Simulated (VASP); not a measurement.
# Ru (Fd-3m) in VASP: single point with PBE

Aim: the single point of Ru with PBE.

All numbers are computed with VASP 6.6.1; they aren't measurements. Logs are shortened: lines on timing, memory, paths and dates and some standing lists are left out, and cuts for length are marked.

### Step 1. The cell of the first run

It takes space group Fd-3m (No. 227, cubic). The conventional cell has a = 5.252 Å, b = 5.252 Å, c = 5.252 Å, α = 90.00°, β = 90.00°, γ = 90.00°. Ru (site symmetry -43m) has 4 Ru at 2.27 Å within 3.0 Å.

This isn't the form of Ru at room conditions, which is hcp.

### Step 2. Single point, PBE, non-collinear spin, typed start, spin-orbit coupling

Input file INCAR:

```
SYSTEM = Ru
  PREC = Accurate
  ENCUT = 520
  EDIFF = 1E-6
  ISMEAR = -1
  SIGMA = 0.1
  LREAL = .FALSE.
  LASPH = .TRUE.
  NELM = 150
  ALGO = Normal
  ISIF = 2
  LWAVE = .FALSE.
  LCHARG = .FALSE.
  MAGMOM = 1.414 1.414 0 1.414 1.414 0
  LORBIT = 11
  LSORBIT = .TRUE.
  GGA_COMPAT = .FALSE.
  LORBMOM = .TRUE.
  LMAXMIX = 4
  GGA = PE
  NBANDS = 40
```

Input file KPOINTS:

```
Automatic mesh
0
G
  11 11 11
  0 0 0
```

Input file POSCAR:

```
Ru
1.0
    0.0000000000      2.6261470000      2.6261470000
    2.6261470000      0.0000000000      2.6261470000
    2.6261470000      2.6261470000      0.0000000000
Ru
2
Direct
    0.0000000000      0.0000000000      0.0000000000
    0.2500000000      0.2500000000      0.2500000000
```

Potentials or basis: VASP PAW PBE potentials, release 64 (Ru_pv).

Started as:

```console
> cat potpaw_PBE.64/Ru_pv/POTCAR > POTCAR
> mpirun -np 1 vasp_ncl > vasp.out
```

OUTCAR:

```text
SYSTEM = Ru
   PREC = Accurate
   ENCUT = 520
   EDIFF = 1E-6
   ISMEAR = -1
   LREAL = .FALSE.
   LASPH = .TRUE.
   NELM = 150
   ISIF = 2
   LORBIT = 11
   LSORBIT = .TRUE.
   GGA = PE

 ion  position               nearest neighbor table
   1  0.000  0.000  0.000-   2 2.27   2 2.27   2 2.27   2 2.27
   2  0.250  0.250  0.250-   1 2.27   1 2.27   1 2.27   1 2.27

  LATTYP: Found a face centered cubic cell.
 ALAT       =     5.2522940000

  Lattice vectors:

 A1 = (   0.0000000000,   2.6261470000,   2.6261470000)
 A2 = (   2.6261470000,   0.0000000000,   2.6261470000)
 A3 = (   2.6261470000,   2.6261470000,   0.0000000000)

Analysis of symmetry for initial positions (statically):
=====================================================================
 Subroutine PRICEL returns:
 Original cell was already a primitive cell.

 Routine SETGRP: Setting up the symmetry group for a
 face centered cubic supercell.

 Subroutine GETGRP returns: Found 48 space group operations
 (whereof 24 operations were pure point group operations)
 out of a pool of 48 trial point group operations.

The static configuration has the point symmetry T_d .
 The point group associated with its full space group is O_h .

Analysis of symmetry for dynamics (positions and initial velocities):
=====================================================================
 Subroutine PRICEL returns:
 Original cell was already a primitive cell.

 Routine SETGRP: Setting up the symmetry group for a
 face centered cubic supercell.

 Subroutine GETGRP returns: Found 48 space group operations
 (whereof 24 operations were pure point group operations)
 out of a pool of 48 trial point group operations.

The dynamic configuration has the point symmetry T_d .
 The point group associated with its full space group is O_h .

Analysis of structural, dynamic, and magnetic symmetry:
=====================================================================
 Subroutine PRICEL returns:
 Original cell was already a primitive cell.

 Routine SETGRP: Setting up the symmetry group for a
 face centered cubic supercell.

 Subroutine GETGRP returns: Found  4 space group operations
 (whereof  2 operations were pure point group operations)
 out of a pool of 48 trial point group operations.

The overall configuration has the point symmetry C_1h.
 The point group associated with its full space group is C_2h.

 Subroutine INISYM returns: Found  4 space group operations
 (whereof  2 operations are pure point group operations),
 and found     1 'primitive' translations

----------------------------------------------------------------------------------------

                                     Primitive cell

  volume of cell :      36.2232

  direct lattice vectors                    reciprocal lattice vectors
     0.000000000  2.626147000  2.626147000    -0.190392998  0.190392998  0.190392998
     2.626147000  0.000000000  2.626147000     0.190392998 -0.190392998  0.190392998
     2.626147000  2.626147000  0.000000000     0.190392998  0.190392998 -0.190392998

  length of vectors
     3.713932704  3.713932704  3.713932704     0.329770346  0.329770346  0.329770346

  position of ions in fractional coordinates (direct lattice)
     0.000000000  0.000000000  0.000000000
     0.250000000  0.250000000  0.250000000

  ion indices of the primitive-cell ions
   primitive index   ion index
                 1           1
                 2           2

----------------------------------------------------------------------------------------

 KPOINTS: Automatic mesh

Automatic generation of k-mesh.
 Grid dimensions read from file:
 generate k-points for:   11   11   11

 Generating k-lattice:

  Cartesian coordinates                     Fractional coordinates (reciprocal lattice)
    -0.017308454  0.017308454  0.017308454     0.090909091  0.000000000  0.000000000
     0.017308454 -0.017308454  0.017308454     0.000000000  0.090909091  0.000000000
     0.017308454  0.017308454 -0.017308454     0.000000000  0.000000000  0.090909091

  Length of vectors
     0.029979122  0.029979122  0.029979122

  Shift w.r.t. Gamma in fractional coordinates (k-lattice)
     0.000000000  0.000000000  0.000000000

 Subroutine IBZKPT returns following result:
 ===========================================

 Found    366 irreducible k-points:

 Following reciprocal coordinates:
            Coordinates               Weight
  0.000000  0.000000  0.000000      1.000000
  0.090909  0.000000  0.000000      2.000000
  0.000000  0.090909  0.000000      2.000000
  0.000000  0.000000  0.090909      4.000000
  0.181818  0.000000  0.000000      2.000000
  0.000000  0.181818  0.000000      2.000000
[... 40 lines left out ...]
   NSW    =      0    number of steps for IOM
   IBRION =     -1    ionic relax: 0-MD 1-quasi-New 2-CG
   NFREE  =      0    steps in history (QN), initial steepest desc. (CG)
   ISIF   =      2    stress and relaxation
   ISYM   =      2    0-nonsym 1-usesym 2-fastsym
   POTIM  = 0.5000    time-step for ionic-motion
   TEBEG  =    0.0;   TEEND  =   0.0 temperature during run
   PSTRESS=    0.0 pullay stress
   NELECT =      28.0000    total number of electrons
   NUPDOWN=      -1.0000    fix difference up-down
   EMIN   =  10.00;   EMAX   =-10.00  energy-range for DOS
   EFERMI =   0.00;   METHOD = LEGACY
   ISMEAR =    -1;   SIGMA  =   0.10  broadening in eV -4-tet -1-fermi 0-gaus
   EFERMI_NEDOS =   21; number of points for ismear=-14 and -15
   IALGO  =     38    algorithm
   IMIX   =      4    mixing-type and parameters
     AMIX     =   0.40;   BMIX     =  1.00
     AMIX_MAG =   1.60;   BMIX_MAG =  1.00
  volume/ion in A,a.u.               =      18.11       122.22
  Fermi-wavevector in a.u.,A,eV,Ry     =   1.502445  2.839209 30.712974  2.257340
  Thomas-Fermi vector in A             =   2.613684
   LORBIT       =     11    0 simple, 1 ext, 2 COOP (PROOUT), +10 PAW based schemes
   GGA     = PE    functional components
   LHFCALC =     F    Hartree Fock is set to
   AEXX    =    0.0000 exact exchange contribution
   IVDW    =     0    specifies the selected vdW correction
   LEPSILON=     F    determine dielectric tensor
   LRPA    =     F    only Hartree local field effects (RPA)
  energy-cutoff  :      520.00
  volume of cell :       36.22
 maximum number of plane-waves:      1972
   NGX = 13   NGY = 13   NGZ = 13

 number of electron      28.0000010 magnetization       0.0324817      0.0324817      0.0000000

 number of electron      28.0000010 magnetization      -0.0261996     -0.0261996     -0.0000000

 number of electron      28.0000010 magnetization      -0.0008575     -0.0008575      0.0000000

 number of electron      28.0000010 magnetization       0.0001840      0.0001840     -0.0000000

 Free energy of the ion-electron system (eV)
  ---------------------------------------------------
  ext. energy  EPLUGINS =         0.00000000
  ---------------------------------------------------
  free energy    TOTEN  =       -16.07850580 eV

  energy without entropy =      -16.02351137  energy(sigma->0) =      -16.05100859

 E-fermi :   8.5441     XC(G=0): -11.9581

 val. band max:        8.5406191301   @ k =   0.1818   0.1818  -0.1818
 cond. band min:       8.5776403861   @ k =   0.0909  -0.2727  -0.1818
 fundamental gap:      0.0370212560
 Fermi energy:         8.5441075937

 k-point     1 :       0.0000    0.0000    0.0000
  band No.  band energies     occupation
      1     -37.0663      1.00000
      2     -37.0662      1.00000
      3     -36.0085      1.00000
      4     -36.0085      1.00000
      5     -33.9028      1.00000
      6     -33.9028      1.00000
[... 1021 lines left out ...]
     39      19.3659      0.00000
     40      19.3664      0.00000

 [... further k-points ...]
[... 5 lines left out ...]
  --------------------------------------------------------------------------------------
  -------------------------------------------------------------------------------------
  Total        5.6388660      5.6388660      5.6388705     -0.0000563     -0.0000016      0.0000017
  in kB      249.4108057    249.4108057    249.4110020     -0.0024924     -0.0000715      0.0000735
  external PRESSURE =     249.4108711 kB  Pullay stress =       0.0000000 kB

 VOLUME and BASIS-vectors are now :
 -----------------------------------------------------------------------------
  energy-cutoff  :      520.00
  volume of cell :       36.22
      direct lattice vectors                 reciprocal lattice vectors
     0.000000000  2.626147000  2.626147000    -0.190392998  0.190392998  0.190392998
     2.626147000  0.000000000  2.626147000     0.190392998 -0.190392998  0.190392998
     2.626147000  2.626147000  0.000000000     0.190392998  0.190392998 -0.190392998

 POSITION                                       TOTAL-FORCE (eV/Angst)
 -----------------------------------------------------------------------------------
      0.00000      0.00000      0.00000        -0.000000      0.000000     -0.000003
      1.31307      1.31307      1.31307         0.000000     -0.000000      0.000003
 -----------------------------------------------------------------------------------
    total drift:                                0.000000      0.000000      0.000000

  FREE ENERGIE OF THE ION-ELECTRON SYSTEM (eV)
  ---------------------------------------------------
  free  energy   TOTEN  =       -16.0785058018 eV

  energy  without entropy=      -16.0235113703  energy(sigma->0) =      -16.05100859

 orbital moment (x)

 # of ion     p       d       tot
 ----------------------------------------
  1        -0.000   0.000   0.000
  2        -0.000   0.000   0.000
 ----------------------------------------
           -0.000   0.000   0.000

 orbital moment (y)

 # of ion     p       d       tot
 ----------------------------------------
  1        -0.000   0.000   0.000
  2        -0.000   0.000   0.000
 ----------------------------------------
           -0.000   0.000   0.000

 orbital moment (z)

 # of ion     p       d       tot
 ----------------------------------------
  1         0.000   0.000   0.000
  2         0.000   0.000   0.000
 ----------------------------------------
            0.000   0.000   0.000

 Spin-Orbit-Coupling matrix elements

 Ion:    1  E_soc:     -0.2661471
 l=   1
     0.0000000    -0.0371978    -0.0371978
    -0.0371978     0.0000000    -0.0371978
    -0.0371978    -0.0371978     0.0000000
 l=   2
     0.0000000    -0.0015817     0.0000000    -0.0015817    -0.0055783
    -0.0015817     0.0000000    -0.0041837    -0.0015817    -0.0013946
     0.0000000    -0.0041837     0.0000000    -0.0041837     0.0000000
    -0.0015817    -0.0015817    -0.0041837     0.0000000    -0.0013946
    -0.0055783    -0.0013946     0.0000000    -0.0013946     0.0000000
 l=   3
     0.0000000     0.0000000     0.0000000     0.0000000     0.0000000     0.0000000     0.0000000
     0.0000000     0.0000000     0.0000000     0.0000000     0.0000000     0.0000000     0.0000000
     0.0000000     0.0000000     0.0000000     0.0000000     0.0000000     0.0000000     0.0000000
     0.0000000     0.0000000     0.0000000     0.0000000     0.0000000     0.0000000     0.0000000
     0.0000000     0.0000000     0.0000000     0.0000000     0.0000000     0.0000000     0.0000000
     0.0000000     0.0000000     0.0000000     0.0000000     0.0000000     0.0000000     0.0000000
     0.0000000     0.0000000     0.0000000     0.0000000     0.0000000     0.0000000     0.0000000

 Ion:    2  E_soc:     -0.2661471
 l=   1
     0.0000000    -0.0371978    -0.0371978
    -0.0371978     0.0000000    -0.0371978
    -0.0371978    -0.0371978     0.0000000
 l=   2
     0.0000000    -0.0015817     0.0000000    -0.0015817    -0.0055783
    -0.0015817     0.0000000    -0.0041837    -0.0015817    -0.0013946
     0.0000000    -0.0041837     0.0000000    -0.0041837     0.0000000
    -0.0015817    -0.0015817    -0.0041837     0.0000000    -0.0013946
    -0.0055783    -0.0013946     0.0000000    -0.0013946     0.0000000
 l=   3
     0.0000000     0.0000000     0.0000000     0.0000000     0.0000000     0.0000000     0.0000000
     0.0000000     0.0000000     0.0000000     0.0000000     0.0000000     0.0000000     0.0000000
     0.0000000     0.0000000     0.0000000     0.0000000     0.0000000     0.0000000     0.0000000
     0.0000000     0.0000000     0.0000000     0.0000000     0.0000000     0.0000000     0.0000000
     0.0000000     0.0000000     0.0000000     0.0000000     0.0000000     0.0000000     0.0000000
     0.0000000     0.0000000     0.0000000     0.0000000     0.0000000     0.0000000     0.0000000
     0.0000000     0.0000000     0.0000000     0.0000000     0.0000000     0.0000000     0.0000000

 total charge

# of ion       s       p       d       tot
------------------------------------------
    1        0.497   6.254   6.221  12.972
    2        0.497   6.254   6.221  12.972
--------------------------------------------------
tot          0.994  12.508  12.441  25.943

 magnetization (x)

# of ion       s       p       d       tot
------------------------------------------
    1       -0.000   0.000   0.000   0.000
    2       -0.000   0.000   0.000   0.000
--------------------------------------------------
tot         -0.000   0.000   0.000   0.000

 magnetization (y)

# of ion       s       p       d       tot
------------------------------------------
    1       -0.000   0.000   0.000   0.000
    2       -0.000   0.000   0.000   0.000
--------------------------------------------------
tot         -0.000   0.000   0.000   0.000

 magnetization (z)

# of ion       s       p       d       tot
------------------------------------------
    1        0.000   0.000   0.000   0.000
    2        0.000   0.000   0.000   0.000
--------------------------------------------------
tot          0.000   0.000   0.000   0.000
```

Wall time 16 min (1 thread of AMD EPYC 7R13 (Zen 3), shared host); peak memory 0.7 GiB.

Results:

| Quantity | Value |
| --- | --- |
| Free energy | -16.0785 eV |
| Pressure | 24.9 GPa |
| Net moment | 0.00 μB per cell |
| Valence electrons inside the program's atomic spheres | Ru 12.97 |

Moments on the atoms (μB; x, y, z):
```
Ru  0.00 0.00 0.00
Ru  0.00 0.00 0.00
```

Caveat: the cell stands under pressure.
